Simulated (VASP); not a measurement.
# NiO (P1) in VASP: further runs, part 2 of 3

VASP 6.6.1. Earlier steps stand in the parts before.

## 4. Single point, PBE+U, collinear spin, antiferromagnetic start

This run uses another cell than the first one, of 8.39 Å³/atom, 1.020 times its volume.

Contents of INCAR:

```
SYSTEM = NiO
  PREC = Accurate
  ENCUT = 520
  EDIFF = 1E-6
  ISMEAR = -1
  SIGMA = 0.15
  LREAL = .FALSE.
  LASPH = .TRUE.
  NELM = 150
  ALGO = Normal
  ISIF = 2
  LWAVE = .FALSE.
  LCHARG = .FALSE.
  ISPIN = 2
  MAGMOM = 1.6 -1.6 0 0
  LORBIT = 11
  LMAXMIX = 4
  LDAU = .TRUE.
  LDAUTYPE = 2
  LDAUL = 2 -1
  LDAUU = 6 0
  LDAUJ = 0 0
  LDAUPRINT = 1
  GGA = PE
  NBANDS = 28
```

Contents of KPOINTS:

```
Automatic mesh
0
G
  3 3 3
  0 0 0
```

Contents of POSCAR:

```
NiO
1.0
   -3.9789100000     -0.1027610000      3.7610550000
    0.0860000000      1.9711960000      1.9151470000
   -2.1014290000      2.0485500000     -0.1633540000
Ni O
2 2
Direct
    0.7139890000      0.1005700000      0.7370600000
    1.2336490000      0.0862820000      0.7551790000
    0.9953630000      0.6362950000      1.1801460000
    1.4916730000      0.5723850000      1.2484990000
```

Potentials or basis: VASP PAW PBE potentials, release 64 (Ni, O).

The run is started by

```bash
$ cat potpaw_PBE.64/Ni/POTCAR potpaw_PBE.64/O/POTCAR > POTCAR
$ mpirun -np 1 vasp_std > vasp.out
```

OUTCAR:

```text
SYSTEM = NiO
   PREC = Accurate
   ENCUT = 520
   EDIFF = 1E-6
   ISMEAR = -1
   LREAL = .FALSE.
   LASPH = .TRUE.
   NELM = 150
   ISIF = 2
   ISPIN = 2
   LORBIT = 11
   GGA = PE

 ion  position               nearest neighbor table
   1  0.714  0.101  0.737-   4 1.95   4 1.96   4 2.01   3 2.09   3 2.10   3 2.18   2 2.62   2 2.82
                             2 2.85   2 2.91   2 2.96   2 2.98
   2  0.234  0.086  0.755-   3 1.83   3 1.98   4 1.99   4 2.08   4 2.11   3 2.22   1 2.62   1 2.82
                             1 2.85   1 2.91   1 2.96   1 2.98
   3  0.995  0.636  0.180-   2 1.83   2 1.98   1 2.09   1 2.10   1 2.18   2 2.22
   4  0.492  0.572  0.248-   1 1.95   1 1.96   2 1.99   1 2.01   2 2.08   2 2.11

  LATTYP: Found a triclinic cell.
 ALAT       =     2.9392593410
 B/A-ratio  =     1.0269398652
 C/A-ratio  =     1.6972754919
 COS(alpha) =     0.0132930997
 COS(beta)  =     0.3169344514
 COS(gamma) =     0.5742481971

  Lattice vectors:

 A1 = (   2.1014290000,  -2.0485500000,   0.1633540000)
 A2 = (   2.1874290000,  -0.0773540000,   2.0785010000)
 A3 = (  -1.9634810000,  -4.1225070000,   2.0092620000)

Analysis of symmetry for initial positions (statically):
=====================================================================
 Subroutine PRICEL returns:
 Original cell was already a primitive cell.

 Routine SETGRP: Setting up the symmetry group for a
 triclinic supercell.

 Subroutine GETGRP returns: Found  1 space group operations
 (whereof  1 operations were pure point group operations)
 out of a pool of  2 trial point group operations.

The static configuration has the point symmetry C_1 .

Analysis of symmetry for dynamics (positions and initial velocities):
=====================================================================
 Subroutine PRICEL returns:
 Original cell was already a primitive cell.

 Routine SETGRP: Setting up the symmetry group for a
 triclinic supercell.

 Subroutine GETGRP returns: Found  1 space group operations
[... 228 lines left out ...]
  energy without entropy =      -19.84991414  energy(sigma->0) =      -19.84992203

 E-fermi :   9.3509     XC(G=0): -13.1210

 val. band max:        7.7787419265   @ k =   0.3333   0.0000  -0.0000
 cond. band min:      10.9886783807   @ k =   0.0000   0.0000   0.0000
 fundamental gap:      3.2099364542
 Fermi energy:         9.3509410179

 spin component 1

 k-point     1 :       0.0000    0.0000    0.0000
  band No.  band energies     occupation
      1     -11.6599      1.00000
      2      -9.7904      1.00000
      3      -0.2109      1.00000
      4       0.5954      1.00000
      5       1.2079      1.00000
      6       2.9380      1.00000
[... 423 lines left out ...]
     27      29.8234      0.00000
     28      30.8499      0.00000
 Fermi energy:         9.3509410179

 spin component 2

 k-point     1 :       0.0000    0.0000    0.0000
  band No.  band energies     occupation
      1     -11.6670      1.00000
      2      -9.8194      1.00000
      3      -0.2467      1.00000
      4       0.7861      1.00000
      5       1.1688      1.00000
      6       3.0314      1.00000
[... 423 lines left out ...]
     27      29.7903      0.00000
     28      30.8673      0.00000

------------------------ aborting loop because EDIFF is reached ----------------------------------------

  FORCE on cell =-STRESS in cart. coord.  units (eV):
  Direction    XX          YY          ZZ          XY          YZ          ZX
  --------------------------------------------------------------------------------------
  -------------------------------------------------------------------------------------
  Total        2.8406193      3.7896849      7.8708327      0.3231574      1.4603557     -1.7867460
  in kB      135.6703955    180.9985756    375.9176734     15.4342703     69.7478301    -85.3365123
  external PRESSURE =     230.8622148 kB  Pullay stress =       0.0000000 kB

 VOLUME and BASIS-vectors are now :
 -----------------------------------------------------------------------------
  energy-cutoff  :      520.00
  volume of cell :       33.55
      direct lattice vectors                 reciprocal lattice vectors
    -3.978910000 -0.102761000  3.761055000    -0.126551567 -0.119552779  0.128734449
     0.086000000  1.971196000  1.915147000     0.229176716  0.254981359  0.249418226
    -2.101429000  2.048550000 -0.163354000    -0.226871100  0.236799884 -0.233542422

 POSITION                                       TOTAL-FORCE (eV/Angst)
 -----------------------------------------------------------------------------------
     -4.38113      1.63478      2.75756        -1.139190     -0.673632      1.408471
     -2.50920      1.69309      0.92065         0.657801     -0.068258      1.172371
     -4.28430      1.52102      4.93279        -0.113084      0.520545     -2.267847
     -2.42930      1.58682      2.90482         0.594473      0.221344     -0.312995
 -----------------------------------------------------------------------------------
    total drift:                                0.000148      0.000221     -0.000141

  FREE ENERGIE OF THE ION-ELECTRON SYSTEM (eV)
  ---------------------------------------------------
  free  energy   TOTEN  =       -19.8499299286 eV

  energy  without entropy=      -19.8499141405  energy(sigma->0) =      -19.84992203

 total charge

# of ion       s       p       d       tot
------------------------------------------
    1        0.370   0.492   8.335   9.197
    2        0.388   0.528   8.376   9.292
    3        1.552   3.512   0.000   5.064
    4        1.549   3.535   0.000   5.085
--------------------------------------------------
tot          3.859   8.068  16.711  28.638

 magnetization (x)

# of ion       s       p       d       tot
------------------------------------------
    1       -0.003  -0.004   1.711   1.703
    2       -0.002   0.004  -1.701  -1.699
    3       -0.001  -0.019   0.000  -0.021
    4        0.001   0.018   0.000   0.018
--------------------------------------------------
tot         -0.006  -0.002   0.010   0.002
```

OSZICAR:

```text
N       E                     dE             d eps       ncg     rms          rms(c)
DAV:   1     0.262241025519E+03    0.26224E+03   -0.14969E+04  1616   0.162E+03
DAV:   2     0.775333524279E+01   -0.25449E+03   -0.22767E+03  1588   0.347E+02
DAV:   3    -0.188856086128E+02   -0.26639E+02   -0.25353E+02  1736   0.121E+02
[... 13 lines left out ...]
DAV:  17    -0.198499200968E+02   -0.12276E-04   -0.87209E-06  2184   0.820E-02    0.534E-03
DAV:  18    -0.198499230343E+02   -0.29375E-05   -0.31337E-06  1868   0.267E-02    0.436E-03
DAV:  19    -0.198499260531E+02   -0.30187E-05   -0.14821E-06  1260   0.318E-02    0.325E-03
DAV:  20    -0.198499274804E+02   -0.14273E-05   -0.13779E-06  1188   0.182E-02    0.265E-03
DAV:  21    -0.198499289640E+02   -0.14836E-05   -0.10875E-06  1204   0.252E-02    0.186E-03
DAV:  22    -0.198499299286E+02   -0.96462E-06   -0.17544E-06  1316   0.326E-02
   1 F= -.19849930E+02 E0= -.19849922E+02  d E =-.157881E-04  mag=     0.0000
```

stdout:

```text
POSCAR found type information on POSCAR NiO
 POSCAR found :  2 types and       4 ions
 scaLAPACK will be used
 LDA part: xc-table for (Slater+PW92), standard interpolation
 POSCAR, INCAR and KPOINTS ok, starting setup
 FFT: planning ... GRIDC
 FFT: planning ... GRID_SOFT
 FFT: planning ... GRID
 WAVECAR not read
 entering main loop
```

Run time: 27 s. Hardware: 1 thread of Intel Xeon 6975P-C (Granite Rapids), shared host; peak memory 0.17 GiB.

What came out:

```yaml
Free_energy: -19.8499 eV
Pressure: 23.1 GPa
Largest_force: 2.330 eV/Å
Band_gap_on_the_k_mesh: 3.21 eV
Net_moment: 0.00 μB per cell
Site_moments: Ni +1.70, -1.70; O -0.02, +0.02 μB
Valence_electrons_inside_the_program's_atomic_spheres: Ni 9.20, 9.29; O 5.06, 5.08
```

Forces on the atoms (eV/Å):
```
Ni  -1.139 -0.674  1.408
Ni   0.658 -0.068  1.172
O   -0.113  0.521 -2.268
O    0.594  0.221 -0.313
```

Stress tensor (GPa, compression positive):
```
13.57  1.54 -8.53
 1.54 18.10  6.97
-8.53  6.97 37.59
```

Eigenvalues of the final occupation matrices:
| site | spin | trace | eigenvalues |
| --- | --- | --- | --- |
| site 1 d | 1 | 5.04 | 0.98 0.99 0.99 1.04 1.04 |
| site 1 d | 2 | 3.33 | 0.19 0.19 0.98 0.98 0.98 |
| site 2 d | 1 | 3.35 | 0.15 0.25 0.98 0.99 0.99 |
| site 2 d | 2 | 5.06 | 0.98 0.99 0.99 1.03 1.07 |

Caveat: the k points lie up to 0.89 Å⁻¹ apart; forces of over 1 eV/Å act on the atoms, so gaps and moduli don't describe the material at rest. The state reached can hang on the start; a lower one may exist.

## 5. Single point, PBE+U, collinear spin, antiferromagnetic start

This run uses another cell than the first one, of 8.39 Å³/atom, 1.020 times its volume.

Contents of INCAR:

```
  ALGO = Normal
  EDIFF = 1E-6
  ENCUT = 600
  GGA = PE
  GGA_COMPAT = False
  ISIF = 2
  ISMEAR = -1
  ISPIN = 2
  LASPH = True
  LCHARG = True
  LDAU = True
  LDAUJ = 0 0
  LDAUL = 2 -1
  LDAUPRINT = 1
  LDAUTYPE = 2
  LDAUU = 6 0
  LELF = True
  LMAXMIX = 4
  LORBIT = 11
  LREAL = False
  LVHAR = True
  LWAVE = False
  MAGMOM = 1.6 -1.6 0 0
  NBANDS = 36
  NELM = 200
  PREC = Accurate
  SIGMA = 0.15
```

Contents of KPOINTS:

```
k-points
0
Gamma
  3 3 3
```

POSCAR is that of step 4.

Potentials or basis: VASP PAW PBE potentials, release 64 (Ni_sv_GW, O).

The run is started by

```bash
$ cat potpaw_PBE.64/Ni_sv_GW/POTCAR potpaw_PBE.64/O/POTCAR > POTCAR
$ mpirun -np 1 vasp_std > vasp.out
```

OUTCAR:

```text
EDIFF = 1E-6
   ENCUT = 600
   GGA = PE
   ISIF = 2
   ISMEAR = -1
   ISPIN = 2
   LASPH = True
   LORBIT = 11
   LREAL = False
   NELM = 200
   PREC = Accurate

 ion  position               nearest neighbor table
   1  0.714  0.101  0.737-   4 1.95   4 1.96   4 2.01   3 2.09   3 2.10   3 2.18   2 2.62
   2  0.234  0.086  0.755-   3 1.83   3 1.98   4 1.99   4 2.08   4 2.11   3 2.22   1 2.62
   3  0.995  0.636  0.180-   2 1.83   2 1.98   1 2.09   1 2.10   1 2.18   2 2.22
   4  0.492  0.572  0.248-   1 1.95   1 1.96   2 1.99   1 2.01   2 2.08   2 2.11

  LATTYP: Found a triclinic cell.
 ALAT       =     2.9392593410
 B/A-ratio  =     1.0269398652
 C/A-ratio  =     1.6972754919
 COS(alpha) =     0.0132930997
 COS(beta)  =     0.3169344514
 COS(gamma) =     0.5742481971

  Lattice vectors:

 A1 = (   2.1014290000,  -2.0485500000,   0.1633540000)
 A2 = (   2.1874290000,  -0.0773540000,   2.0785010000)
[... 1362 lines left out ...]
  Direction    XX          YY          ZZ          XY          YZ          ZX
  --------------------------------------------------------------------------------------
  -------------------------------------------------------------------------------------
  Total        4.3788405      5.6842817     10.5177504      0.3079301      1.4353307     -1.6815795
  in kB      209.1371507    271.4861345    502.3367154     14.7070052     68.5526159    -80.3136681
  external PRESSURE =     327.6533335 kB  Pullay stress =       0.0000000 kB

 VOLUME and BASIS-vectors are now :
 -----------------------------------------------------------------------------
  energy-cutoff  :      600.00
  volume of cell :       33.55
      direct lattice vectors                 reciprocal lattice vectors
    -3.978910000 -0.102761000  3.761055000    -0.126551567 -0.119552779  0.128734449
     0.086000000  1.971196000  1.915147000     0.229176716  0.254981359  0.249418226
    -2.101429000  2.048550000 -0.163354000    -0.226871100  0.236799884 -0.233542422

 POSITION                                       TOTAL-FORCE (eV/Angst)
 -----------------------------------------------------------------------------------
     -4.38113      1.63478      2.75756        -1.269915     -0.768142      1.617686
     -2.50920      1.69309      0.92065         0.744584     -0.134032      1.425824
     -4.28430      1.52102      4.93279        -0.175948      0.640644     -2.699102
     -2.42930      1.58682      2.90482         0.701279      0.261531     -0.344409
 -----------------------------------------------------------------------------------
    total drift:                                0.000187      0.000180     -0.001148

  FREE ENERGIE OF THE ION-ELECTRON SYSTEM (eV)
  ---------------------------------------------------
  free  energy   TOTEN  =       -19.8018887237 eV

  energy  without entropy=      -19.8018745022  energy(sigma->0) =      -19.80188161

 total charge

# of ion       s       p       d       f       tot
--------------------------------------------------
    1        2.171   6.274   7.767   0.012  16.225
    2        2.179   6.295   7.778   0.015  16.267
    3        1.550   3.533   0.000   0.000   5.083
    4        1.547   3.556   0.000   0.000   5.103
--------------------------------------------------
tot          7.447  19.659  15.544   0.027  42.677

 magnetization (x)

# of ion       s       p       d       f       tot
--------------------------------------------------
    1        0.000  -0.001   1.691   0.001   1.691
    2       -0.004   0.001  -1.678  -0.001  -1.682
    3       -0.002  -0.013   0.000   0.000  -0.015
    4        0.001   0.013   0.000   0.000   0.014
--------------------------------------------------
tot         -0.004  -0.000   0.013   0.000   0.009
```

stdout:

```text
POSCAR found type information on POSCAR NiO
 POSCAR found :  2 types and       4 ions
 scaLAPACK will be used
 LDA part: xc-table for (Slater+PW92), standard interpolation
 POSCAR, INCAR and KPOINTS ok, starting setup
 FFT: planning ... GRIDC
 FFT: planning ... GRID_SOFT
 FFT: planning ... GRID
 WAVECAR not read
 entering main loop
```

Run time: 85 s. Hardware: 1 thread of Intel Xeon Platinum 8375C at 2.90GHz (Ice Lake), shared host; peak memory 0.21 GiB.

What came out:

```
Free energy                                           : -19.8019 eV
Pressure                                              : 32.8 GPa
Largest force                                         : 2.780 eV/Å
Band gap on the k mesh                                : 3.00 eV
Net moment                                            : 0.00 μB per cell
Site moments                                          : Ni +1.69, -1.68; O -0.01, +0.01 μB
Valence electrons inside the program's atomic spheres : Ni 16.23, 16.27; O 5.08, 5.10
```

Forces in eV/Å, atoms in the order of the input:
```
Ni  -1.270 -0.768  1.618
Ni   0.745 -0.134  1.426
O   -0.176  0.641 -2.699
O    0.701  0.262 -0.344
```

Stress tensor (GPa, compression positive):
```
20.91  1.47 -8.03
 1.47 27.15  6.86
-8.03  6.86 50.23
```

Levels at points of the mesh, in eV from the valence-band top:
Spin up:
| k point | band 22 | band 23 | band 24 | band 25 | band 26 | band 27 |
| --- | --- | --- | --- | --- | --- | --- |
| (0.00, 0.00, 0.00) | -1.42 | -1.03 | -0.84 | 3.00 | 4.19 | 4.78 |
Spin down:
```
           k point  band 20  band 21  band 22  band 23  band 24  band 25  band 26  band 27  band 28  band 29
(0.00, 0.00, 0.00)    -1.89    -1.56    -1.25    -1.18    -0.55     3.27     4.17     4.40     6.66    12.28
```

Eigenvalues of the final occupation matrices:
| site | spin | trace | eigenvalues |
| --- | --- | --- | --- |
| site 1 d | 1 | 4.74 | 0.94 0.94 0.94 0.97 0.97 |
| site 1 d | 2 | 3.05 | 0.13 0.14 0.93 0.93 0.93 |
| site 2 d | 1 | 3.06 | 0.11 0.17 0.93 0.93 0.93 |
| site 2 d | 2 | 4.74 | 0.94 0.94 0.94 0.96 0.97 |

Caveat: the k points lie up to 0.89 Å⁻¹ apart; forces of over 1 eV/Å act on the atoms, so gaps and moduli don't describe the material at rest. The state reached can hang on the start; a lower one may exist.

[end of part 2 of 3]
